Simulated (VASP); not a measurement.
# Ir (Fm-3m) in VASP: elastic constants with LDA

Aim: the elastic constants of Ir with LDA.

All numbers are computed with VASP 6.6.1; they aren't measurements. Logs are shortened: lines on timing, memory, paths and dates and some standing lists are left out, and cuts for length are marked.

**1. The cell of the first run**

It takes space group Fm-3m (No. 225, cubic). The conventional cell has a = 3.782 Å, b = 3.782 Å, c = 3.782 Å, α = 90.00°, β = 90.00°, γ = 90.00°. Ir (site symmetry m-3m) has 12 Ir at 2.67 Å within 3.5 Å.

**2. Elastic constants, LDA**

Contents of INCAR:

```
SYSTEM = Ir
PREC     = Accurate       ! precision mode
ENCUT    = 600            ! plane-wave cutoff, eV
EDIFF    = 1E-8           ! SCF threshold, eV
ISMEAR   = -1             ! smearing method
SIGMA    = 0.1            ! smearing width, eV
LREAL    = .FALSE.        ! projectors in reciprocal space
LASPH    = .TRUE.         ! aspherical terms in the spheres
NELM     = 100            ! most SCF steps
ALGO     = Normal         ! electronic algorithm
ISIF     = 3              ! what is computed and relaxed
LWAVE    = .FALSE.        ! write WAVECAR
LCHARG   = .FALSE.        ! write CHGCAR
GGA      = CA             ! functional
IBRION   = 6              ! ionic algorithm
NFREE    = 2            
POTIM    = 0.015          ! step
NSW      = 1              ! ionic steps
```

Contents of KPOINTS:

```
Automatic mesh
0
G
  24 24 24
  0 0 0
```

Contents of POSCAR:

```
Ir
1.0
    0.0000000000      1.8911523084      1.8911523084
    1.8911523084      0.0000000000      1.8911523084
    1.8911523084      1.8911523084      0.0000000000
Ir
1
Direct
    0.0000000000      0.0000000000      0.0000000000
```

Potentials or basis: VASP PAW LDA potentials, release 64 (Ir).

Command:

```
$ cat potpaw_LDA.64/Ir/POTCAR > POTCAR
$ mpirun -np 1 vasp_std > vasp.out
```

OUTCAR:

```text
SYSTEM = Ir
   PREC = Accurate
   ENCUT = 600
   EDIFF = 1E-8
   ISMEAR = -1
   LREAL = .FALSE.
   LASPH = .TRUE.
   NELM = 100
   ISIF = 3
   GGA = CA
   IBRION = 6
   NFREE = 2
   POTIM = 0.015
   NSW = 1

 ion  position               nearest neighbor table
   1  0.000  0.000  0.000-

  LATTYP: Found a face centered cubic cell.
 ALAT       =     3.7823046168

  Lattice vectors:

 A1 = (   0.0000000000,   1.8911523084,   1.8911523084)
 A2 = (   1.8911523084,   0.0000000000,   1.8911523084)
 A3 = (   1.8911523084,   1.8911523084,   0.0000000000)

Analysis of symmetry for initial positions (statically):
=====================================================================
 Subroutine PRICEL returns:
 Original cell was already a primitive cell.

 Routine SETGRP: Setting up the symmetry group for a
 face centered cubic supercell.

 Subroutine GETGRP returns: Found 48 space group operations
 (whereof 48 operations were pure point group operations)
 out of a pool of 48 trial point group operations.

The static configuration has the point symmetry O_h .

Analysis of symmetry for dynamics (positions and initial velocities):
=====================================================================
 Subroutine PRICEL returns:
 Original cell was already a primitive cell.

 Routine SETGRP: Setting up the symmetry group for a
 face centered cubic supercell.

 Subroutine GETGRP returns: Found 48 space group operations
 (whereof 48 operations were pure point group operations)
 out of a pool of 48 trial point group operations.

The dynamic configuration has the point symmetry O_h .

 Subroutine INISYM returns: Found 48 space group operations
 (whereof 48 operations are pure point group operations),
 and found     1 'primitive' translations

----------------------------------------------------------------------------------------

                                     Primitive cell

  volume of cell :      13.5273

  direct lattice vectors                    reciprocal lattice vectors
     0.000000000  1.891152308  1.891152308    -0.264389070  0.264389070  0.264389070
     1.891152308  0.000000000  1.891152308     0.264389070 -0.264389070  0.264389070
     1.891152308  1.891152308  0.000000000     0.264389070  0.264389070 -0.264389070

  length of vectors
     2.674493243  2.674493243  2.674493243     0.457935302  0.457935302  0.457935302

  position of ions in fractional coordinates (direct lattice)
     0.000000000  0.000000000  0.000000000

  ion indices of the primitive-cell ions
   primitive index   ion index
                 1           1

----------------------------------------------------------------------------------------

 KPOINTS: Automatic mesh

Automatic generation of k-mesh.
 Grid dimensions read from file:
 generate k-points for:   24   24   24

 Generating k-lattice:

  Cartesian coordinates                     Fractional coordinates (reciprocal lattice)
    -0.011016211  0.011016211  0.011016211     0.041666667  0.000000000  0.000000000
     0.011016211 -0.011016211  0.011016211     0.000000000  0.041666667  0.000000000
     0.011016211  0.011016211 -0.011016211     0.000000000  0.000000000  0.041666667

  Length of vectors
     0.019080638  0.019080638  0.019080638
[... 94 lines left out ...]

 number of electron       9.0000000 magnetization

 Free energy of the ion-electron system (eV)
  ---------------------------------------------------
  ext. energy  EPLUGINS =         0.00000000
  ---------------------------------------------------
  free energy    TOTEN  =       -10.32386939 eV

  energy without entropy =      -10.29539328  energy(sigma->0) =      -10.30963134

------------------------ aborting loop because EDIFF is reached ----------------------------------------

  FORCE on cell =-STRESS in cart. coord.  units (eV):
  Direction    XX          YY          ZZ          XY          YZ          ZX
  --------------------------------------------------------------------------------------
  -------------------------------------------------------------------------------------
  Total        1.0975508      1.0975508      1.0975508     -0.0000000      0.0000000     -0.0000000
  in kB      129.9947107    129.9947107    129.9947107     -0.0000000      0.0000000     -0.0000000
  external PRESSURE =     129.9947107 kB  Pullay stress =       0.0000000 kB
[... 86 lines left out ...]
  FREE ENERGIE OF THE ION-ELECTRON SYSTEM (eV)
  ---------------------------------------------------
  free  energy   TOTEN  =       -10.3000487911 eV

  energy  without entropy=      -10.2722631567  energy(sigma->0) =      -10.28615597

[... ionic steps 4 to 12 ...]

--------------------------------------- Ionic step       13  -------------------------------------------

 number of electron       9.0000000 magnetization

------------------------ aborting loop because EDIFF is reached ----------------------------------------
[... 65 lines left out ...]
--------------------------------------- Ionic step       15  -------------------------------------------

 number of electron       9.0000000 magnetization

 Free energy of the ion-electron system (eV)
  ---------------------------------------------------
  ext. energy  EPLUGINS =         0.00000000
  ---------------------------------------------------
  free energy    TOTEN  =       -10.32386943 eV

  energy without entropy =      -10.29539328  energy(sigma->0) =      -10.30963136

 E-fermi :  11.1122     XC(G=0): -14.3992

 val. band max:       11.1040560425   @ k =  -0.3750   0.1667   0.0000
 cond. band min:      11.1125792260   @ k =  -0.4583   0.4167   0.0833
 fundamental gap:      0.0085231835
 Fermi energy:        11.1122030612

 k-point     1 :       0.0000    0.0000    0.0000
  band No.  band energies     occupation
      1      -0.4754      2.00000
      2       6.9262      2.00000
      3       6.9262      2.00000
      4       6.9262      2.00000
      5       9.8523      1.99999
      6       9.8523      1.99999
      7      25.3596      0.00000
      8      31.1705      0.00000
[... 243 lines left out ...]
 k-point    24 :       0.4583    0.0417    0.0000
  band No.  band energies     occupation
      1       2.5955      2.00000
      2       6.7903      2.00000
      3       6.9372      2.00000
      4       9.4614      2.00000
      5      12.0431      0.00018
      6      12.1575      0.00006
      7      19.4884      0.00000
      8      25.2518      0.00000

 [... further k-points ...]

------------------------ aborting loop because EDIFF is reached ----------------------------------------

  FORCE on cell =-STRESS in cart. coord.  units (eV):
  Direction    XX          YY          ZZ          XY          YZ          ZX
  --------------------------------------------------------------------------------------
  -------------------------------------------------------------------------------------
  Total        1.0975107      1.0975107      1.0975107      0.0000000      0.0000000     -0.0000000
  in kB      129.9899681    129.9899681    129.9899681      0.0000000      0.0000000     -0.0000000
  external PRESSURE =     129.9899681 kB  Pullay stress =       0.0000000 kB
[... 16 lines left out ...]
  FREE ENERGIE OF THE ION-ELECTRON SYSTEM (eV)
  ---------------------------------------------------
  free  energy   TOTEN  =       -10.3238694346 eV

  energy  without entropy=      -10.2953932803  energy(sigma->0) =      -10.30963136

 INTERNAL STRAIN TENSORS FROM STRAINED CELLS
 ============================================

 INTERNAL STRAIN TENSOR FOR ION    1 for displacements in x,y,z  (eV/Angst):
          X           Y           Z          XY          YZ          ZX
  --------------------------------------------------------------------------------
  x     0.00000     0.00000     0.00000    -0.00000     0.00000     0.00000
  y     0.00000     0.00000    -0.00000     0.00000     0.00000     0.00000
  z    -0.00000     0.00000     0.00000     0.00000     0.00000     0.00000

 INTERNAL STRAIN TENSORS FROM DISPLACED ATOMS
 ============================================

 INTERNAL STRAIN TENSOR FOR ION    1 for displacements in x,y,z  (eV/Angst):
          X           Y           Z          XY          YZ          ZX
  --------------------------------------------------------------------------------
  x     0.00000     0.00000     0.00000     0.00000     0.00000     0.00000
  y     0.00000     0.00000     0.00000     0.00000     0.00000     0.00000
  z     0.00000     0.00000     0.00000     0.00000     0.00000     0.00000

 Eigenvectors and eigenvalues of the dynamical matrix
 ----------------------------------------------------

   1 f/i=    0.000000 THz     0.000000 2PiTHz    0.000000 cm-1     0.000000 meV
             X         Y         Z           dx          dy          dz
      0.000000  0.000000  0.000000     0.745241   -0.666795    0.000000

   2 f/i=    0.000000 THz     0.000000 2PiTHz    0.000000 cm-1     0.000000 meV
             X         Y         Z           dx          dy          dz
      0.000000  0.000000  0.000000    -0.666795   -0.745241    0.000000

   3 f/i=    0.000000 THz     0.000000 2PiTHz    0.000000 cm-1     0.000000 meV
             X         Y         Z           dx          dy          dz
      0.000000  0.000000  0.000000     0.000000    0.000000    1.000000

--------------------------------------------------------------------------------------------------------

 ELASTIC MODULI CONTR FROM IONIC RELAXATION (kBar)
 Direction    XX          YY          ZZ          XY          YZ          ZX
 --------------------------------------------------------------------------------
 XX           0.0000      0.0000      0.0000      0.0000      0.0000      0.0000
 YY           0.0000      0.0000      0.0000      0.0000      0.0000      0.0000
 ZZ           0.0000      0.0000      0.0000      0.0000      0.0000      0.0000
 XY           0.0000      0.0000      0.0000      0.0000      0.0000      0.0000
 YZ           0.0000      0.0000      0.0000      0.0000      0.0000      0.0000
 ZX           0.0000      0.0000      0.0000      0.0000      0.0000      0.0000
 --------------------------------------------------------------------------------

 TOTAL ELASTIC MODULI (kBar)
 Direction    XX          YY          ZZ          XY          YZ          ZX
 --------------------------------------------------------------------------------
 XX        7373.3623   3128.2111   3128.2111     -0.0000      0.0000      0.0000
 YY        3128.2111   7373.3623   3128.2111     -0.0000      0.0000     -0.0000
 ZZ        3128.2111   3128.2111   7373.3623      0.0000      0.0000      0.0000
 XY          -0.0000     -0.0000      0.0000   3202.1893      0.0000     -0.0000
 YZ           0.0000      0.0000      0.0000      0.0000   3202.1893      0.0000
 ZX           0.0000     -0.0000      0.0000     -0.0000      0.0000   3202.1893
 --------------------------------------------------------------------------------
```

It took 38 min on 1 thread of Intel Xeon Platinum 8259CL at 2.50GHz (Skylake/Cascade Lake), shared host; peak memory 0.9 GiB.

Results:

```
Elastic constants C11, C12, C44 : 737, 313, 320 GPa
Voigt bulk modulus              : 454 GPa
```

Elastic tensor in Voigt notation (GPa, in the Cartesian axes of the cell as first typed):
```
737 313 313   0   0   0
313 737 313   0   0   0
313 313 737   0   0   0
  0   0   0 320   0   0
  0   0   0   0 320   0
  0   0   0   0   0 320
```

Clamped-ion elastic tensor (GPa):
```
737 313 313   0   0   0
313 737 313   0   0   0
313 313 737   0   0   0
  0   0   0 320   0   0
  0   0   0   0 320   0
  0   0   0   0   0 320
```

Caveat: the cell is under stress, which shifts elastic constants; spin-orbit coupling is left out, which moves the levels of the heavy elements.
